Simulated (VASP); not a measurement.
# GaN (P6_3mc) in VASP: a series of runs, part 2 of 2

VASP 6.6.1. The steps go on from the part before.

### 5 Single point, PBEsol, non-collinear spin, zero start, spin-orbit coupling

The input, INCAR:

```
SYSTEM = GaN
PREC = Accurate ; ENCUT = 520
EDIFF = 1E-6 ; ISMEAR = -1
SIGMA = 0.05 ; LREAL = .False.
LASPH = .True. ; NELM = 150
ALGO = Normal ; ISIF = 2
LWAVE = .False. ; LCHARG = .False.
LNONCOLLINEAR = .True. ; MAGMOM = 0 0 0 0 0 0 0 0 0 0 0 0
LORBIT = 11 ; LSORBIT = .True.
GGA_COMPAT = .False. ; LORBMOM = .True.
GGA = PS ; NBANDS = 50
```

The input, KPOINTS:

```
Automatic mesh
0
Gamma
  10 10 5
  0 0 0
```

The input, POSCAR:

```
GaN
1.0
    3.1800000000      0.0000000000      0.0000000000
   -1.5900000000      2.7539607840      0.0000000000
    0.0000000000      0.0000000000      5.1660000000
Ga N
2 2
Direct
    0.6666666667      0.3333333333      0.5000000000
    0.3333333333      0.6666666667      0.0000000000
    0.6666666667      0.3333333333      0.8750000000
    0.3333333333      0.6666666667      0.3750000000
```

Potentials or basis: VASP PAW PBE potentials, release 64 (Ga_d, N).

Launch:

```
> cat potpaw_PBE.64/Ga_d/POTCAR potpaw_PBE.64/N/POTCAR > POTCAR
> mpirun -np 1 vasp_ncl > vasp.out
```

OUTCAR:

```text
SYSTEM = GaN
   PREC = Accurate
   ENCUT = 520
   EDIFF = 1E-6
   ISMEAR = -1
   LREAL = .False.
   LASPH = .True.
   NELM = 150
   ISIF = 2
   LNONCOLLINEAR = .True.
   LORBIT = 11
   LSORBIT = .True.
   GGA = PS

 ion  position               nearest neighbor table
   1  0.667  0.333  0.500-   3 1.94   4 1.95   4 1.95   4 1.95
   2  0.333  0.667  0.000-   4 1.94   3 1.95   3 1.95   3 1.95
   3  0.667  0.333  0.875-   1 1.94   2 1.95   2 1.95   2 1.95
   4  0.333  0.667  0.375-   2 1.94   1 1.95   1 1.95   1 1.95

  LATTYP: Found a hexagonal cell.
 ALAT       =     3.1800000000
 C/A-ratio  =     1.6245283019

  Lattice vectors:

 A1 = (   3.1800000000,   0.0000000000,   0.0000000000)
 A2 = (  -1.5900000000,   2.7539607840,   0.0000000000)
 A3 = (   0.0000000000,   0.0000000000,   5.1660000000)

Analysis of symmetry for initial positions (statically):
=====================================================================
 Subroutine PRICEL returns:
 Original cell was already a primitive cell.

 Routine SETGRP: Setting up the symmetry group for a
 hexagonal supercell.

 Subroutine GETGRP returns: Found 12 space group operations
 (whereof  6 operations were pure point group operations)
 out of a pool of 24 trial point group operations.

The static configuration has the point symmetry C_3v.
 The point group associated with its full space group is C_6v.

Analysis of symmetry for dynamics (positions and initial velocities):
=====================================================================
 Subroutine PRICEL returns:
 Original cell was already a primitive cell.

 Routine SETGRP: Setting up the symmetry group for a
 hexagonal supercell.

 Subroutine GETGRP returns: Found 12 space group operations
 (whereof  6 operations were pure point group operations)
 out of a pool of 24 trial point group operations.

The dynamic configuration has the point symmetry C_3v.
 The point group associated with its full space group is C_6v.

Analysis of structural, dynamic, and magnetic symmetry:
=====================================================================
 Subroutine PRICEL returns:
 Original cell was already a primitive cell.

 Routine SETGRP: Setting up the symmetry group for a
 hexagonal supercell.

 Subroutine GETGRP returns: Found 12 space group operations
 (whereof  6 operations were pure point group operations)
 out of a pool of 24 trial point group operations.

The overall configuration has the point symmetry C_3v.
 The point group associated with its full space group is C_6v.

 Subroutine INISYM returns: Found 12 space group operations
 (whereof  6 operations are pure point group operations),
 and found     1 'primitive' translations

----------------------------------------------------------------------------------------

                                     Primitive cell

  volume of cell :      45.2417

  direct lattice vectors                    reciprocal lattice vectors
     3.180000000  0.000000000  0.000000000     0.314465409  0.181556688  0.000000000
    -1.590000000  2.753960784  0.000000000     0.000000000  0.363113377  0.000000000
     0.000000000  0.000000000  5.166000000     0.000000000  0.000000000  0.193573364

  length of vectors
[... 1377 lines left out ...]
  Total        0.0219194      0.0219194      0.6199315      0.0000000      0.0000000      0.0000000
  in kB        0.7762458      0.7762458     21.9540699      0.0000000      0.0000000      0.0000000
  external PRESSURE =       7.8355205 kB  Pullay stress =       0.0000000 kB

 VOLUME and BASIS-vectors are now :
 -----------------------------------------------------------------------------
  energy-cutoff  :      520.00
  volume of cell :       45.24
      direct lattice vectors                 reciprocal lattice vectors
     3.180000000  0.000000000  0.000000000     0.314465409  0.181556688  0.000000000
    -1.590000000  2.753960784  0.000000000     0.000000000  0.363113377  0.000000000
     0.000000000  0.000000000  5.166000000     0.000000000  0.000000000  0.193573364

 POSITION                                       TOTAL-FORCE (eV/Angst)
 -----------------------------------------------------------------------------------
      1.59000      0.91799      2.58300         0.000000      0.000000     -0.130812
     -0.00000      1.83597      0.00000         0.000000     -0.000000     -0.130812
      1.59000      0.91799      4.52025        -0.000000      0.000000      0.130812
     -0.00000      1.83597      1.93725         0.000000     -0.000000      0.130812
 -----------------------------------------------------------------------------------
    total drift:                               -0.000000      0.000000      0.000082

  FREE ENERGIE OF THE ION-ELECTRON SYSTEM (eV)
  ---------------------------------------------------
  free  energy   TOTEN  =       -26.2771836738 eV

  energy  without entropy=      -26.2771836737  energy(sigma->0) =      -26.27718367

 orbital moment (x)

 # of ion     p       d       tot
 ----------------------------------------
  1        -0.000  -0.000  -0.000
  2        -0.000   0.000   0.000
  3        -0.000   0.000  -0.000
  4        -0.000   0.000  -0.000
 ----------------------------------------
           -0.000   0.000  -0.000

 orbital moment (y)

 # of ion     p       d       tot
 ----------------------------------------
  1         0.000   0.000   0.000
  2        -0.000  -0.000  -0.000
  3         0.000   0.000   0.000
  4        -0.000   0.000  -0.000
 ----------------------------------------
           -0.000  -0.000  -0.000

 orbital moment (z)

 # of ion     p       d       tot
 ----------------------------------------
  1        -0.000  -0.000  -0.000
  2         0.000  -0.000  -0.000
  3         0.000   0.000   0.000
  4         0.000   0.000   0.000
 ----------------------------------------
           -0.000  -0.000  -0.000

 Spin-Orbit-Coupling matrix elements

 Ion:    1  E_soc:     -0.0109071
 l=   1
     0.0000000    -0.0009904    -0.0009880
    -0.0009904     0.0000000    -0.0009904
    -0.0009880    -0.0009904     0.0000000
 l=   2
     0.0000000    -0.0001639     0.0000000    -0.0001639    -0.0006676
    -0.0001639     0.0000000    -0.0005002    -0.0001612    -0.0001639
     0.0000000    -0.0005002     0.0000000    -0.0005002     0.0000000
    -0.0001639    -0.0001612    -0.0005002     0.0000000    -0.0001639
    -0.0006676    -0.0001639     0.0000000    -0.0001639     0.0000000
 l=   3
     0.0000000     0.0000000     0.0000000     0.0000000     0.0000000     0.0000000     0.0000000
     0.0000000     0.0000000     0.0000000     0.0000000     0.0000000     0.0000000     0.0000000
     0.0000000     0.0000000     0.0000000     0.0000000     0.0000000     0.0000000     0.0000000
     0.0000000     0.0000000     0.0000000     0.0000000     0.0000000     0.0000000     0.0000000
[... 49 lines left out ...]
 l=   2
     0.0000000     0.0000000     0.0000000     0.0000000     0.0000000
     0.0000000     0.0000000     0.0000000     0.0000000     0.0000000
     0.0000000     0.0000000     0.0000000     0.0000000     0.0000000
     0.0000000     0.0000000     0.0000000     0.0000000     0.0000000
     0.0000000     0.0000000     0.0000000     0.0000000     0.0000000
 l=   3
     0.0000000     0.0000000     0.0000000     0.0000000     0.0000000     0.0000000     0.0000000
     0.0000000     0.0000000     0.0000000     0.0000000     0.0000000     0.0000000     0.0000000
     0.0000000     0.0000000     0.0000000     0.0000000     0.0000000     0.0000000     0.0000000
     0.0000000     0.0000000     0.0000000     0.0000000     0.0000000     0.0000000     0.0000000
     0.0000000     0.0000000     0.0000000     0.0000000     0.0000000     0.0000000     0.0000000
     0.0000000     0.0000000     0.0000000     0.0000000     0.0000000     0.0000000     0.0000000
     0.0000000     0.0000000     0.0000000     0.0000000     0.0000000     0.0000000     0.0000000

 total charge

# of ion       s       p       d       tot
------------------------------------------
    1        0.791   0.915  10.187  11.892
    2        0.791   0.915  10.187  11.892
    3        1.217   2.515   0.000   3.732
    4        1.217   2.515   0.000   3.732
--------------------------------------------------
tot          4.016   6.860  20.373  31.249

 magnetization (x)

# of ion       s       p       d       tot
------------------------------------------
    1       -0.000   0.000   0.000  -0.000
    2       -0.000   0.000  -0.000  -0.000
    3        0.000   0.000   0.000   0.000
    4       -0.000   0.000   0.000  -0.000
--------------------------------------------------
tot         -0.000   0.000   0.000   0.000

 magnetization (y)

# of ion       s       p       d       tot
------------------------------------------
    1        0.000   0.000   0.000   0.000
    2       -0.000  -0.000   0.000  -0.000
    3        0.000  -0.000   0.000  -0.000
    4        0.000  -0.000   0.000  -0.000
--------------------------------------------------
tot          0.000  -0.000   0.000  -0.000

 magnetization (z)

# of ion       s       p       d       tot
------------------------------------------
    1       -0.000   0.000  -0.000   0.000
    2       -0.000   0.000  -0.000   0.000
    3       -0.000   0.000   0.000   0.000
    4       -0.000  -0.000   0.000  -0.000
--------------------------------------------------
tot         -0.000   0.000  -0.000   0.000
```

Run time: 3.5 min. Hardware: 1 thread of Intel Xeon Platinum 8488C (Sapphire Rapids), shared host; peak memory 0.38 GiB.

What came out:

```
Free energy                                           : -26.2772 eV
Pressure                                              : 0.8 GPa
Largest force                                         : 0.131 eV/Å
Net moment                                            : 0.00 μB per cell
Valence electrons inside the program's atomic spheres : Ga 11.89; N 3.73
```

Forces in eV/Å, atoms in the order of the input:
```
Ga   0.000  0.000 -0.131
Ga   0.000  0.000 -0.131
N    0.000  0.000  0.131
N    0.000  0.000  0.131
```

Stress tensor (GPa, compression positive):
```
0.08 0.00 0.00
0.00 0.08 0.00
0.00 0.00 2.20
```

Moments on the atoms (μB; x, y, z):
```
Ga  0.00 0.00 0.00
Ga  0.00 0.00 0.00
N   0.00 0.00 0.00
N   0.00 0.00 0.00
```

Caveat: the PAW data sets were made with another functional, which shifts forces and pressure a little.

### 6 Single point, r2SCANh

POSCAR is that of step 5.

The input, INCAR.step1:

```
PREC = Accurate
ENCUT = 1080
EDIFF = 1E-5
ISMEAR = -1
SIGMA = 0.05
LREAL = False
LASPH = True
NELM = 120
ALGO = Normal
ISIF = 2
LWAVE = True
LCHARG = False
GGA = PE
NBANDS = 26
GGA_COMPAT = False
```

The input, INCAR.step2:

```
PREC = Accurate
ENCUT = 1080
EDIFF = 1E-6
ISMEAR = -1
SIGMA = 0.05
LREAL = False
LASPH = True
NELM = 120
ALGO = Normal
ISIF = 2
LWAVE = False
LCHARG = False
METAGGA = R2SCAN
LHFCALC = True
AEXX = 0.1
LMIXTAU = True
PRECFOCK = Normal
ISTART = 1
NBANDS = 26
GGA_COMPAT = False
```

The input, KPOINTS:

```
regular mesh
0
Gamma
  5 5 3
```

Potentials or basis: VASP PAW PBE potentials, release 64 (Ga_d, N_h).

Launch:

```
> cat potpaw_PBE.64/Ga_d/POTCAR potpaw_PBE.64/N_h/POTCAR > POTCAR
> cp INCAR.step1 INCAR
> mpirun -np 1 vasp_std > vasp.out
> cp INCAR.step2 INCAR
> mpirun -np 1 vasp_std > vasp.out
```

Run time: 80 min. Hardware: 1 thread of Intel Xeon Platinum 8488C (Sapphire Rapids), shared host; peak memory 0.35 GiB.

It converged, with:

```
Free energy            : -44.7629 eV
Pressure               : 0.6 GPa
Largest force          : 0.149 eV/Å
Band gap on the k mesh : 3.12 eV
```

Forces in eV/Å, atoms in the order of the input:
```
Ga   0.000  0.000 -0.149
Ga   0.000  0.000 -0.149
N    0.000  0.000  0.149
N    0.000  0.000  0.149
```

Stress tensor (GPa, compression positive):
```
-0.03  0.00  0.00
 0.00 -0.03  0.00
 0.00  0.00  1.76
```

Levels at points of the mesh, in eV from the valence-band top:
```csv
k point,band 14,band 15,band 16,band 17,band 18,band 19,band 20,band 21,band 22,band 23
"(0.00, 0.00, 0.00)",-1.12,-1.12,-0.06,0.00,0.00,3.12,5.64,10.91,11.44,11.44
```

Caveat: the k points lie up to 0.46 Å⁻¹ apart; the PAW data sets were made with another functional, which shifts forces and pressure a little.

### 7 Overview

```csv
level,potentials or basis,spin,cell,k mesh,cutoff (eV),grid for exact exchange (PRECFOCK),share of exact exchange,gap on the mesh (eV),pressure (GPa),largest force (eV/Å)
PBEsol-based global hybrid with 25 % exact exchange,"VASP PAW PBE potentials, release 64 (Ga_d, N)",off,"a = 3.180, b = 3.180, c = 5.166 Å, angles 90.0, 90.0, 120.0°, 4 atoms",5 × 5 × 3,520,Normal,0.25,3.95,-3.7,0.15
r2SCAN+D4,"VASP PAW PBE potentials, release 64 (Ga_d, N)",off,"a = 3.222, b = 3.222, c = 5.234 Å, angles 90.0, 90.0, 120.0°, 4 atoms",10 × 10 × 5,520,-,-,2.10,-7.0,0.12
r2SCAN+D4,"VASP PAW PBE potentials, release 64 (Ga_d, N)",off,"a = 3.242, b = 3.242, c = 5.267 Å, angles 90.0, 90.0, 120.0°, 4 atoms",10 × 10 × 5,520,-,-,1.97,-10.1,0.12
PBEsol,"VASP PAW PBE potentials, release 64 (Ga_d, N)","non-collinear, zero start, SOC","a = 3.180, b = 3.180, c = 5.166 Å, angles 90.0, 90.0, 120.0°, 4 atoms",10 × 10 × 5,520,-,-,-,0.8,0.13
r2SCANh,"VASP PAW PBE potentials, release 64 (Ga_d, N_h)",off,"a = 3.180, b = 3.180, c = 5.166 Å, angles 90.0, 90.0, 120.0°, 4 atoms",5 × 5 × 3,1080,Normal,0.1,3.12,0.6,0.15
```

Alike in all rows: task single point; smearing fermi-dirac 0.05 eV.

Caveats: some runs use coarse meshes; the PAW data sets were made with another functional, which shifts forces and pressure a little; the cell stands under tension (at least some runs).

Absolute energies hang on the potentials; compare differences alone.
